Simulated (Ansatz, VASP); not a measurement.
**Two plane-wave programs on N**

```xyz
8
Lattice="-3.5269 0.0000 0.0000 -1.7635 -3.0544 0.0000 -0.4409 0.7636 13.3505" Properties=species:S:1:pos:R:3 pbc="T T T"
N    -1.7635   -1.0181   12.4912
N    -1.7635   -1.0181    5.6660
N    -1.7635   -1.0181   11.3972
N    -1.7635   -1.0181    4.5719
N    -3.5269   -2.0363    2.2533
N    -3.5269   -2.0363    9.0786
N    -3.5269   -2.0363    1.1593
N    -3.5269   -2.0363    7.9845
```

Alike in both runs: task single point; functional LDA; k mesh 7 × 7 × 2; occupations gaussian, width 0.05 eV; no spin polarisation.

```csv
,VASP,Ansatz
version,VASP 6.6.1,Ansatz 0.2.0
potentials or method,"VASP PAW LDA potentials, release 64 (N), cutoff 520 eV","scalar-relativistic, plane waves, PAW"
valence electrons in the cell,40,40
```

```csv
,VASP,Ansatz,Ansatz less VASP
gap on the k mesh at the Fermi level (eV),5.83,5.88,+0.054
least direct gap on the mesh (eV),5.85,5.91,+0.055
pressure (GPa),3.1,0.8,-2.33
"traceless stress, the component that is largest in VASP (GPa)",5.90,0.91,-4.988
rms of the force components (eV/Å),0.868,0.246,-0.6228
```

LDA's correlation is that of Perdew and Zunger in VASP and of Perdew and Wang (1992) in Ansatz. Atom by atom the forces differ by 0.885 eV/Å (rms over components).

Noted on VASP's run: the standard files for N, O and F lose accuracy on very short bonds.
